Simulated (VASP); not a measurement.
# As in VASP: single point with PBE+D3(BJ)

Aim: the single point of As with PBE+D3(BJ).

Program: VASP 6.6.1. These are calculated values, not measurements. Logs are shortened: lines on timing, memory, paths and dates and some standing lists are left out, and cuts for length are marked.

## 1. The cell of the first run

The cell holds a slab with vacuum, 4 atoms: a = 3.700 Å, b = 4.511 Å, c = 22.405 Å, α = 90.00°, β = 90.00°, γ = 90.00°.

## 2. Single point, PBE+D3(BJ)

The input, INCAR:

```
PREC = Accurate
ENCUT = 520
EDIFF = 1E-7
ISMEAR = 0
SIGMA = 0.05
LREAL = F
LASPH = T
NELM = 60
ALGO = Normal
ISIF = 2
LWAVE = F
LCHARG = F
LDIPOL = T
IDIPOL = 3
DIPOL = 0.5 0.5 0.500
GGA = PE
IVDW = 12
NBANDS = 18
```

The input, KPOINTS:

```
Automatic mesh
0
Gamma
  23 19 1
```

The input, POSCAR:

```
As
1.0
    3.6996333949      0.0000000000      0.0000000000
    0.0000000000      4.5109115851      0.0000000000
    0.0000000000      0.0000000000     22.4045155575
As
4
Direct
    0.5000000000      0.9372433106      0.4463385952
    0.0000000000      0.5627566894      0.4463385952
    0.5000000000      0.0627570053      0.5536614048
    0.0000000000      0.4372429947      0.5536614048
```

Potentials or basis: VASP PAW PBE potentials, release 64 (As).

Started as:

```sh
cat potpaw_PBE.64/As/POTCAR > POTCAR
mpirun -np 1 vasp_std > vasp.out
```

OUTCAR:

```text
PREC = Accurate
   ENCUT = 520
   EDIFF = 1E-7
   ISMEAR = 0
   LREAL = F
   LASPH = T
   NELM = 60
   ISIF = 2
   GGA = PE
   IVDW = 12
 IVDW          = 12

 ion  position               nearest neighbor table
   1  0.500  0.937  0.446-   3 2.47   2 2.51   2 2.51
   2  0.000  0.563  0.446-   4 2.47   1 2.51   1 2.51
   3  0.500  0.063  0.554-   1 2.47   4 2.51   4 2.51
   4  0.000  0.437  0.554-   2 2.47   3 2.51   3 2.51

  LATTYP: Found a simple orthorhombic cell.
 ALAT       =     3.6996333949
 B/A-ratio  =     1.2192861031
 C/A-ratio  =     6.0558745059

  Lattice vectors:

 A1 = (   3.6996333949,   0.0000000000,   0.0000000000)
 A2 = (   0.0000000000,   4.5109115851,   0.0000000000)
 A3 = (   0.0000000000,   0.0000000000,  22.4045155575)

Analysis of symmetry for initial positions (statically):
=====================================================================
 Subroutine PRICEL returns:
 Original cell was already a primitive cell.

 Routine SETGRP: Setting up the symmetry group for a
 simple orthorhombic supercell.

 Subroutine GETGRP returns: Found  8 space group operations
 (whereof  4 operations were pure point group operations)
 out of a pool of  8 trial point group operations.

The static configuration has the point symmetry C_2h.
 The point group associated with its full space group is D_2h.

Analysis of symmetry for dynamics (positions and initial velocities):
=====================================================================
 Subroutine PRICEL returns:
 Original cell was already a primitive cell.

 Routine SETGRP: Setting up the symmetry group for a
 simple orthorhombic supercell.

 Subroutine GETGRP returns: Found  8 space group operations
 (whereof  4 operations were pure point group operations)
 out of a pool of  8 trial point group operations.

The dynamic configuration has the point symmetry C_2h.
 The point group associated with its full space group is D_2h.

 Subroutine INISYM returns: Found  8 space group operations
 (whereof  4 operations are pure point group operations),
 and found     1 'primitive' translations

----------------------------------------------------------------------------------------

                                     Primitive cell

  volume of cell :     373.9027

  direct lattice vectors                    reciprocal lattice vectors
     3.699633395  0.000000000  0.000000000     0.270297052  0.000000000  0.000000000
[... 99 lines left out ...]
   TEBEG  =    0.0;   TEEND  =   0.0 temperature during run
   PSTRESS=    0.0 pullay stress
   NELECT =      20.0000    total number of electrons
   NUPDOWN=      -1.0000    fix difference up-down
   EMIN   =  10.00;   EMAX   =-10.00  energy-range for DOS
   EFERMI =   0.00;   METHOD = LEGACY
   ISMEAR =     0;   SIGMA  =   0.05  broadening in eV -4-tet -1-fermi 0-gaus
   EFERMI_NEDOS =   21; number of points for ismear=-14 and -15
   IALGO  =     38    algorithm
   IMIX   =      4    mixing-type and parameters
     AMIX     =   0.40;   BMIX     =  1.00
     AMIX_MAG =   1.60;   BMIX_MAG =  1.00
  volume/ion in A,a.u.               =      93.48       630.80
  Fermi-wavevector in a.u.,A,eV,Ry     =   0.616830  1.165639  5.176730  0.380479
  Thomas-Fermi vector in A             =   1.674698
   LORBIT       =      0    0 simple, 1 ext, 2 COOP (PROOUT), +10 PAW based schemes
   GGA     = PE    functional components
   LHFCALC =     F    Hartree Fock is set to
   AEXX    =    0.0000 exact exchange contribution
   IVDW    =    12    specifies the selected vdW correction
   LEPSILON=     F    determine dielectric tensor
   LRPA    =     F    only Hartree local field effects (RPA)
 non-spin polarized calculation
 Gauss-broadening in eV      SIGMA  =   0.05
  energy-cutoff  :      520.00
  volume of cell :      373.90
 maximum number of plane-waves:     10140
 NGX is ok and might be reduce to    28
   NGX = 13   NGY = 17   NGZ = 83

 dipolmoment           0.000000      0.000000      0.000000 electrons x Angstroem

 number of electron      20.0000002 magnetization

 dipolmoment           0.000000      0.000000     -0.000000 electrons x Angstroem

 Free energy of the ion-electron system (eV)
  ---------------------------------------------------
  ext. energy  EPLUGINS =         0.00000000
  ---------------------------------------------------
  free energy    TOTEN  =       -18.49211337 eV

  energy without entropy =      -18.49211337  energy(sigma->0) =      -18.49211337

 E-fermi :  -1.8385     XC(G=0):  -2.8632

 val. band max:       -2.0318952205   @ k =   0.0000   0.3684   0.0000
 cond. band min:      -1.6502494616   @ k =   0.0000   0.0000   0.0000
 fundamental gap:      0.3816457590
 Fermi energy:        -1.8384508736

 k-point     1 :       0.0000    0.0000    0.0000
  band No.  band energies     occupation
      1     -16.5121      2.00000
      2     -14.2612      2.00000
      3     -11.4204      2.00000
      4      -8.2885      2.00000
      5      -7.0473      2.00000
      6      -6.2141      2.00000
[... 481 lines left out ...]
      5      -5.8493      2.00000
      6      -5.7758      2.00000
[... 10 lines left out ...]
     17       3.9425      0.00000
     18       4.1533      0.00000

 [... further k-points ...]

------------------------ aborting loop because EDIFF is reached ----------------------------------------

 vacuum level on the upper side and lower side of the slab       (xc-potential included)        -0.059        -0.060

 Edisp (eV)   -1.02904

 E8    (eV) :    -0.4637

  FORCE on cell =-STRESS in cart. coord.  units (eV):
  Direction    XX          YY          ZZ          XY          YZ          ZX
  --------------------------------------------------------------------------------------
  -------------------------------------------------------------------------------------
  Total       0.12784     0.13704     0.22348     0.00000     0.00000     0.00000
  in kB       0.54778     0.58724     0.95763     0.00000     0.00000     0.00000
  external pressure =        0.70 kB  Pullay stress =        0.00 kB

 VOLUME and BASIS-vectors are now :
 -----------------------------------------------------------------------------
  energy-cutoff  :      520.00
  volume of cell :      373.90
      direct lattice vectors                 reciprocal lattice vectors
     3.699633395  0.000000000  0.000000000     0.270297052  0.000000000  0.000000000
     0.000000000  4.510911585  0.000000000     0.000000000  0.221684682  0.000000000
     0.000000000  0.000000000 22.404515558     0.000000000  0.000000000  0.044633860

 POSITION                                       TOTAL-FORCE (eV/Angst)
 -----------------------------------------------------------------------------------
      1.84982      4.22782     10.00000         0.000000      0.038511     -0.047628
      0.00000      2.53855     10.00000         0.000000     -0.038511     -0.047628
      1.84982      0.28309     12.40452         0.000000     -0.038511      0.047628
      0.00000      1.97236     12.40452        -0.000000      0.038511      0.047628
 -----------------------------------------------------------------------------------
    total drift:                                0.000000     -0.000035      0.000175

  FREE ENERGIE OF THE ION-ELECTRON SYSTEM (eV)
  ---------------------------------------------------
  free  energy   TOTEN  =       -19.5211484628 eV

  energy  without entropy=      -19.5211484627  energy(sigma->0) =      -19.52114846

 vacuum level on the upper side and lower side of the slab         2.123         2.122
```

OSZICAR:

```text
N       E                     dE             d eps       ncg     rms          rms(c)
DAV:   1     0.129292843015E+03    0.12929E+03   -0.58914E+03  4320   0.759E+02
DAV:   2    -0.218495444025E+01   -0.13148E+03   -0.12433E+03  6590   0.134E+02
DAV:   3    -0.182251792543E+02   -0.16040E+02   -0.15946E+02  5732   0.544E+01
[... 14 lines left out ...]
DAV:  18    -0.184921121900E+02   -0.21260E-05   -0.69926E-08  4340   0.739E-04    0.610E-05
DAV:  19    -0.184921127223E+02   -0.53222E-06   -0.17706E-08  4208   0.347E-04    0.402E-05
DAV:  20    -0.184921131583E+02   -0.43602E-06   -0.12674E-08  4224   0.255E-04    0.383E-05
DAV:  21    -0.184921132702E+02   -0.11190E-06   -0.29571E-10  4238   0.844E-05    0.199E-05
DAV:  22    -0.184921133691E+02   -0.98953E-07   -0.53971E-11  3572   0.609E-05
   1 F= -.19521148E+02 E0= -.19521148E+02  d E =-.915234E-10
```

stdout:

```text
POSCAR found type information on POSCAR As
 POSCAR found :  1 types and       4 ions
 scaLAPACK will be used
 LDA part: xc-table for (Slater+PW92), standard interpolation
 POSCAR, INCAR and KPOINTS ok, starting setup
 FFT: planning ... GRIDC
 FFT: planning ... GRID_SOFT
 FFT: planning ... GRID
 WAVECAR not read
 entering main loop
```

Wall time 19 min (1 thread of Intel Xeon 8259CL, shared host); peak memory 0.84 GiB.

What came out:

```
Free energy                : -19.5211 eV
Largest force              : 0.061 eV/Å
Dispersion energy per atom : -0.257 eV
```

Forces on the atoms (eV/Å):
```
As   0.000  0.039 -0.048
As   0.000 -0.039 -0.048
As   0.000 -0.039  0.048
As   0.000  0.039  0.048
```
